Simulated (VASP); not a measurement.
# Pb (Fm-3m) in VASP: notebook

The runs below take Pb through electric field gradients, with LDA.

Program: VASP 6.6.1. These are calculated values, not measurements. Logs are shortened: lines on timing, memory, paths and dates and some standing lists are left out, and cuts for length are marked.

## Step 1: The cell of the first run

It takes space group Fm-3m (No. 225, cubic). Conventional cell: a = 4.990 Å, b = 4.990 Å, c = 4.990 Å, α = 90.00°, β = 90.00°, γ = 90.00°. Within 4.6 Å of Pb (site symmetry m-3m) lie 12 Pb at 3.53 Å.

## Step 2: Electric field gradients, LDA

File INCAR:

```
SYSTEM = Pb
PREC = Accurate ; ENCUT = 520
EDIFF = 1E-8 ; ISMEAR = -1
SIGMA = 0.05 ; LREAL = .False.
LASPH = .True. ; NELM = 80
ALGO = Normal ; ISIF = 2
LWAVE = .False. ; LCHARG = .False.
GGA = CA ; LEFG = .True.
NBANDS = 13
```

File KPOINTS:

```
regular mesh
0
Gamma
  13 13 13
  0 0 0
```

File POSCAR:

```
Pb
1.0
    0.0000000000      2.4947547435      2.4947547435
    2.4947547435      0.0000000000      2.4947547435
    2.4947547435      2.4947547435      0.0000000000
Pb
1
Direct
    0.0000000000      0.0000000000      0.0000000000
```

Potentials or basis: VASP PAW LDA potentials, release 64 (Pb_d).

Command:

```bash
$ cat potpaw_LDA.64/Pb_d/POTCAR > POTCAR
$ mpirun -np 1 vasp_std > vasp.out
```

OUTCAR:

```text
SYSTEM = Pb
   PREC = Accurate
   ENCUT = 520
   EDIFF = 1E-8
   ISMEAR = -1
   LREAL = .False.
   LASPH = .True.
   NELM = 80
   ISIF = 2
   GGA = CA

 ion  position               nearest neighbor table
   1  0.000  0.000  0.000-

  LATTYP: Found a face centered cubic cell.
 ALAT       =     4.9895094870

  Lattice vectors:

 A1 = (   0.0000000000,   2.4947547435,   2.4947547435)
 A2 = (   2.4947547435,   0.0000000000,   2.4947547435)
 A3 = (   2.4947547435,   2.4947547435,   0.0000000000)

Analysis of symmetry for initial positions (statically):
=====================================================================
 Subroutine PRICEL returns:
 Original cell was already a primitive cell.

 Routine SETGRP: Setting up the symmetry group for a
 face centered cubic supercell.

 Subroutine GETGRP returns: Found 48 space group operations
 (whereof 48 operations were pure point group operations)
 out of a pool of 48 trial point group operations.

The static configuration has the point symmetry O_h .

Analysis of symmetry for dynamics (positions and initial velocities):
=====================================================================
 Subroutine PRICEL returns:
 Original cell was already a primitive cell.

 Routine SETGRP: Setting up the symmetry group for a
 face centered cubic supercell.

 Subroutine GETGRP returns: Found 48 space group operations
 (whereof 48 operations were pure point group operations)
 out of a pool of 48 trial point group operations.

The dynamic configuration has the point symmetry O_h .

 Subroutine INISYM returns: Found 48 space group operations
 (whereof 48 operations are pure point group operations),
 and found     1 'primitive' translations

----------------------------------------------------------------------------------------

                                     Primitive cell

  volume of cell :      31.0537

  direct lattice vectors                    reciprocal lattice vectors
     0.000000000  2.494754744  2.494754744    -0.200420503  0.200420503  0.200420503
     2.494754744  0.000000000  2.494754744     0.200420503 -0.200420503  0.200420503
     2.494754744  2.494754744  0.000000000     0.200420503  0.200420503 -0.200420503

  length of vectors
     3.528115993  3.528115993  3.528115993     0.347138494  0.347138494  0.347138494

  position of ions in fractional coordinates (direct lattice)
     0.000000000  0.000000000  0.000000000

  ion indices of the primitive-cell ions
   primitive index   ion index
                 1           1

----------------------------------------------------------------------------------------

 KPOINTS: regular mesh

Automatic generation of k-mesh.
 Grid dimensions read from file:
 generate k-points for:   13   13   13

 Generating k-lattice:

  Cartesian coordinates                     Fractional coordinates (reciprocal lattice)
    -0.015416962  0.015416962  0.015416962     0.076923077  0.000000000  0.000000000
     0.015416962 -0.015416962  0.015416962     0.000000000  0.076923077  0.000000000
     0.015416962  0.015416962 -0.015416962     0.000000000  0.000000000  0.076923077

  Length of vectors
     0.026702961  0.026702961  0.026702961

  Shift w.r.t. Gamma in fractional coordinates (k-lattice)
     0.000000000  0.000000000  0.000000000

 Subroutine IBZKPT returns following result:
 ===========================================

 Found     84 irreducible k-points:

 Following reciprocal coordinates:
            Coordinates               Weight
  0.000000  0.000000  0.000000      1.000000
  0.076923  0.000000  0.000000      8.000000
  0.153846  0.000000  0.000000      8.000000
  0.230769  0.000000  0.000000      8.000000
  0.307692  0.000000  0.000000      8.000000
  0.384615  0.000000  0.000000      8.000000
[... 16 lines left out ...]
  0.384615  0.153846  0.000000     24.000000
  0.461538  0.153846  0.000000     24.000000
 [... further k-points ...]
   k-points           NKPTS =     84   k-points in BZ     NKDIM =     84   number of bands    NBANDS=     13
   number of dos      NEDOS =    301   number of ions     NIONS =      1
   total plane-waves  NPLWV =  21952
   dimension x,y,z NGX =    28 NGY =   28 NGZ =   28
   dimension x,y,z NGXF=    56 NGYF=   56 NGZF=   56
   ions per type =               1
   NGX,Y,Z   is equivalent  to a cutoff of  13.19, 13.19, 13.19 a.u.
   NGXF,Y,Z  is equivalent  to a cutoff of  26.39, 26.39, 26.39 a.u.
 SYSTEM =  Pb
   PREC   = accura    normal or accurate (medium, high low for compatibility)
   ISTART =      0    job   : 0-new  1-cont  2-samecut
   ICHARG =      2    charge: 1-file 2-atom 10-const
   ISPIN  =      1    spin polarized calculation?
   LNONCOLLINEAR =      F non collinear calculations
   LSORBIT =      F    spin-orbit coupling
   LASPH  =      T    aspherical Exc in radial PAW
   ENCUT  =  520.0 eV  38.22 Ry    6.18 a.u.   6.56  6.56  6.56*2*pi/ulx,y,z
   NELM   =     80;   NELMIN=  2; NELMDL= -5     # of ELM steps
   EDIFF  = 0.1E-07   stopping-criterion for ELM
   LREAL  =      F    real-space projection
   EDIFFG = 0.1E-06   stopping-criterion for IOM
   NSW    =      0    number of steps for IOM
   IBRION =     -1    ionic relax: 0-MD 1-quasi-New 2-CG
   NFREE  =      0    steps in history (QN), initial steepest desc. (CG)
   ISIF   =      2    stress and relaxation
   ISYM   =      2    0-nonsym 1-usesym 2-fastsym
   POTIM  = 0.5000    time-step for ionic-motion
   TEBEG  =    0.0;   TEEND  =   0.0 temperature during run
   PSTRESS=    0.0 pullay stress
   NELECT =      14.0000    total number of electrons
   NUPDOWN=      -1.0000    fix difference up-down
   EMIN   =  10.00;   EMAX   =-10.00  energy-range for DOS
   EFERMI =   0.00;   METHOD = LEGACY
   ISMEAR =    -1;   SIGMA  =   0.05  broadening in eV -4-tet -1-fermi 0-gaus
   EFERMI_NEDOS =   21; number of points for ismear=-14 and -15
   IALGO  =     38    algorithm
   IMIX   =      4    mixing-type and parameters
     AMIX     =   0.40;   BMIX     =  1.00
     AMIX_MAG =   1.60;   BMIX_MAG =  1.00
  volume/ion in A,a.u.               =      31.05       209.56
  Fermi-wavevector in a.u.,A,eV,Ry     =   1.255297  2.372166 21.439643  1.575769
  Thomas-Fermi vector in A             =   2.389060
   LORBIT       =      0    0 simple, 1 ext, 2 COOP (PROOUT), +10 PAW based schemes
   GGA     = CA    functional components
   LHFCALC =     F    Hartree Fock is set to
   AEXX    =    0.0000 exact exchange contribution
   IVDW    =     0    specifies the selected vdW correction
   LEPSILON=     F    determine dielectric tensor
   LRPA    =     F    only Hartree local field effects (RPA)
 non-spin polarized calculation
  energy-cutoff  :      520.00
  volume of cell :       31.05
 maximum number of plane-waves:       869
   NGX = 13   NGY = 13   NGZ = 13

 number of electron      14.0000000 magnetization

 Free energy of the ion-electron system (eV)
  ---------------------------------------------------
  ext. energy  EPLUGINS =         0.00000000
  ---------------------------------------------------
  free energy    TOTEN  =        -4.23587794 eV

  energy without entropy =       -4.23053111  energy(sigma->0) =       -4.23320453

 E-fermi :   6.7994     XC(G=0): -10.3415

 val. band max:        6.7547021389   @ k =  -0.2308   0.3077   0.0769
 cond. band min:       6.8154972185   @ k =   0.3846   0.2308   0.0769
 fundamental gap:      0.0607950796
 Fermi energy:         6.7994087707

 k-point     1 :       0.0000    0.0000    0.0000
  band No.  band energies     occupation
      1     -10.2485      2.00000
      2     -10.2485      2.00000
      3     -10.2485      2.00000
      4     -10.1162      2.00000
      5     -10.1162      2.00000
      6      -4.8638      2.00000
      7      13.9023      0.00000
      8      13.9023      0.00000
      9      13.9023      0.00000
     10      16.5555      0.00000
     11      17.9056      0.00000
     12      19.0804      0.00000
     13      19.0804      0.00000

 k-point     2 :       0.0769    0.0000    0.0000
  band No.  band energies     occupation
      1     -10.2485      2.00000
      2     -10.2404      2.00000
      3     -10.2404      2.00000
      4     -10.1167      2.00000
      5     -10.1167      2.00000
      6      -4.7529      2.00000
      7      12.6151      0.00000
      8      13.7657      0.00000
      9      13.7657      0.00000
     10      16.2782      0.00000
     11      18.4946      0.00000
[... 339 lines left out ...]
 k-point    24 :       0.4615    0.1538    0.0000
  band No.  band energies     occupation
      1     -10.2782      2.00000
      2     -10.2138      2.00000
      3     -10.1795      2.00000
      4     -10.0608      2.00000
      5      -9.9864      2.00000
      6      -1.6311      2.00000
      7       3.9470      2.00000
      8       9.8797      0.00000
      9      10.9543      0.00000
     10      14.4399      0.00000
     11      18.7577      0.00000
     12      19.7211      0.00000
     13      20.3536      0.00000

 [... further k-points ...]

------------------------ aborting loop because EDIFF is reached ----------------------------------------

  FORCE on cell =-STRESS in cart. coord.  units (eV):
  Direction    XX          YY          ZZ          XY          YZ          ZX
  --------------------------------------------------------------------------------------
  -------------------------------------------------------------------------------------
  Total       -0.5621471     -0.5621471     -0.5621471      0.0000000     -0.0000000      0.0000000
  in kB      -29.0032735    -29.0032735    -29.0032735      0.0000000     -0.0000000      0.0000000
  external PRESSURE =     -29.0032735 kB  Pullay stress =       0.0000000 kB

 VOLUME and BASIS-vectors are now :
 -----------------------------------------------------------------------------
  energy-cutoff  :      520.00
  volume of cell :       31.05
      direct lattice vectors                 reciprocal lattice vectors
     0.000000000  2.494754744  2.494754744    -0.200420503  0.200420503  0.200420503
     2.494754744  0.000000000  2.494754744     0.200420503 -0.200420503  0.200420503
     2.494754744  2.494754744  0.000000000     0.200420503  0.200420503 -0.200420503

 POSITION                                       TOTAL-FORCE (eV/Angst)
 -----------------------------------------------------------------------------------
      0.00000      0.00000      0.00000         0.000000      0.000000      0.000000
 -----------------------------------------------------------------------------------
    total drift:                               -0.000000     -0.000000     -0.000000

  FREE ENERGIE OF THE ION-ELECTRON SYSTEM (eV)
  ---------------------------------------------------
  free  energy   TOTEN  =        -4.2358779441 eV

  energy  without entropy=       -4.2305311097  energy(sigma->0) =       -4.23320453

 Electric field gradients (V/A^2)
---------------------------------------------------------------------
 ion       V_xx      V_yy      V_zz      V_xy      V_xz      V_yz
---------------------------------------------------------------------
   1      -0.000    -0.000     0.000     0.001     0.001     0.001
---------------------------------------------------------------------

 Electric field gradients after diagonalization (V/A^2)
 (convention: |V_zz| > |V_xx| > |V_yy|)
----------------------------------------------------------------------
 ion       V_xx      V_yy      V_zz     asymmetry (V_yy - V_xx)/ V_zz
----------------------------------------------------------------------
   1      -0.001    -0.001     0.001       0.000
----------------------------------------------------------------------

           NMR quadrupolar parameters

 Cq : quadrupolar parameter    Cq=e*Q*V_zz/h
 eta: asymmetry parameters     (V_yy - V_xx)/ V_zz
 Q  : nuclear electric quadrupole moment in mb (millibarn)
----------------------------------------------------------------------
 ion       Cq(MHz)       eta       Q (mb)
----------------------------------------------------------------------
   1       0.000       0.000       1.000
----------------------------------------------------------------------
```

Run time: 24 s. Hardware: 1 thread of Intel Xeon 6975P-C, shared host; peak memory 0.16 GiB.

Results:

* Free energy: -4.2359 eV
* Pressure: -2.9 GPa
* Band gap on the k mesh: zero (band 7 reaches 13.90 eV, above the bottom of band 8 at 5.13 eV)

Caveat: without QUAD_EFG the Cq values of the log hold for a quadrupole moment of 1 mb, not for the nuclei; spin-orbit coupling is left out, which moves the levels of the heavy elements.

## Step 3: Electric field gradients, LDA (volume scaled by 1.03)

File INCAR:

```
  ALGO = Normal
  EDIFF = 1E-8
  ENCUT = 520
  GGA = CA
  ISIF = 2
  ISMEAR = -1
  LASPH = T
  LCHARG = F
  LEFG = T
  LREAL = F
  LWAVE = F
  NBANDS = 13
  NELM = 80
  PREC = Accurate
  SIGMA = 0.05
```

File KPOINTS:

```
k-points
0
Gamma
  13 13 13
```

File POSCAR:

```
Pb
1.0
    0.0000000000      2.5194568920      2.5194568920
    2.5194568920      0.0000000000      2.5194568920
    2.5194568920      2.5194568920      0.0000000000
Pb
1
Direct
    0.0000000000      0.0000000000      0.0000000000
```

Potentials or basis: VASP PAW LDA potentials, release 64 (Pb_d).

Command:

```bash
$ cat potpaw_LDA.64/Pb_d/POTCAR > POTCAR
$ mpirun -np 1 vasp_std > vasp.out
```

OUTCAR:

```text
EDIFF = 1E-8
   ENCUT = 520
   GGA = CA
   ISIF = 2
   ISMEAR = -1
   LASPH = T
   LREAL = F
   NELM = 80
   PREC = Accurate

 ion  position               nearest neighbor table
   1  0.000  0.000  0.000-

  LATTYP: Found a face centered cubic cell.
 ALAT       =     5.0389137840

  Lattice vectors:

 A1 = (   0.0000000000,   2.5194568920,   2.5194568920)
[... 589 lines left out ...]
 -----------------------------------------------------------------------------------
    total drift:                               -0.000000     -0.000000     -0.000000

  FREE ENERGIE OF THE ION-ELECTRON SYSTEM (eV)
  ---------------------------------------------------
  free  energy   TOTEN  =        -4.2164937657 eV

  energy  without entropy=       -4.2108398110  energy(sigma->0) =       -4.21366679

 Electric field gradients (V/A^2)
---------------------------------------------------------------------
 ion       V_xx      V_yy      V_zz      V_xy      V_xz      V_yz
---------------------------------------------------------------------
   1       0.000     0.000    -0.000     0.000     0.000     0.000
---------------------------------------------------------------------

 Electric field gradients after diagonalization (V/A^2)
 (convention: |V_zz| > |V_xx| > |V_yy|)
----------------------------------------------------------------------
 ion       V_xx      V_yy      V_zz     asymmetry (V_yy - V_xx)/ V_zz
----------------------------------------------------------------------
   1      -0.000    -0.000     0.000       0.000
----------------------------------------------------------------------

           NMR quadrupolar parameters

 Cq : quadrupolar parameter    Cq=e*Q*V_zz/h
 eta: asymmetry parameters     (V_yy - V_xx)/ V_zz
 Q  : nuclear electric quadrupole moment in mb (millibarn)
----------------------------------------------------------------------
 ion       Cq(MHz)       eta       Q (mb)
----------------------------------------------------------------------
   1       0.000       0.000       1.000
----------------------------------------------------------------------
```

OSZICAR:

```text
N       E                     dE             d eps       ncg     rms          rms(c)
DAV:   1     0.106497678863E+03    0.10650E+03   -0.71199E+03  2217   0.124E+03
DAV:   2     0.100847531538E+01   -0.10549E+03   -0.10207E+03  2274   0.305E+02
DAV:   3    -0.410527850134E+01   -0.51138E+01   -0.50976E+01  2745   0.732E+01
DAV:   4    -0.422491932350E+01   -0.11964E+00   -0.11962E+00  2607   0.122E+01
DAV:   5    -0.423005321412E+01   -0.51339E-02   -0.51336E-02  3055   0.233E+00    0.497E-01
DAV:   6    -0.421941008399E+01    0.10643E-01   -0.14176E-02  2739   0.201E+00    0.245E-01
DAV:   7    -0.421668802575E+01    0.27221E-02   -0.56032E-03  2839   0.117E+00    0.844E-02
DAV:   8    -0.421649404548E+01    0.19398E-03   -0.33287E-04  2982   0.317E-01    0.934E-03
DAV:   9    -0.421649365167E+01    0.39381E-06   -0.96846E-06  2979   0.525E-02    0.371E-03
DAV:  10    -0.421649376631E+01   -0.11464E-06   -0.75931E-07  2993   0.134E-02    0.161E-04
DAV:  11    -0.421649376566E+01    0.65006E-09   -0.11326E-08  2017   0.107E-03
   1 F= -.42164938E+01 E0= -.42136668E+01  d E =-.565395E-02
```

It took 24 s on 1 thread of Intel Xeon 6975P-C, shared host; peak memory 0.16 GiB.

What came out:

| Item | Value |
| --- | --- |
| Free energy | -4.2165 eV |
| Pressure | -3.9 GPa |
| Band gap on the k mesh | zero (band 7 reaches 13.35 eV, above the bottom of band 8 at 4.86 eV) |

Caveat: without QUAD_EFG the Cq values of the log hold for a quadrupole moment of 1 mb, not for the nuclei; spin-orbit coupling is left out, which moves the levels of the heavy elements.
